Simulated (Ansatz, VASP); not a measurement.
**Be in VASP and in Ansatz**

```
Be
1.0
     0.00000    1.84856    1.84856
     1.84856    0.00000    1.84856
     1.84856    1.84856    0.00000
Be
2
Cartesian
  -0.4621 -0.4621 -0.4621
  0.4621 0.4621 0.4621
```

Change from the starting cell: volume scaled by 0.43, crystal datasets.

Alike in both runs: task single point; functional PBE; k mesh 15 × 15 × 15; occupations fermi-dirac, width 0.1 eV; no spin polarisation.

|  | VASP | Ansatz |
| --- | --- | --- |
| version | VASP 6.6.1 | Ansatz 0.2.0 |
| potentials or method | VASP PAW PBE potentials, release 64 (Be), cutoff 520 eV | all-electron PAW with datasets made for the crystal, scalar-relativistic |

Ansatz gave:

* pressure (GPa): 149.2

**Question.** Estimate VASP's values.

**Answer.** Pressure (GPa): 150.1.

Both programs put the cell under a high pressure, so it lies far from rest at this level. Ansatz ran all-electron here, and VASP with PAW potentials.

Noted on VASP's run: the cell as given lies far from equilibrium.
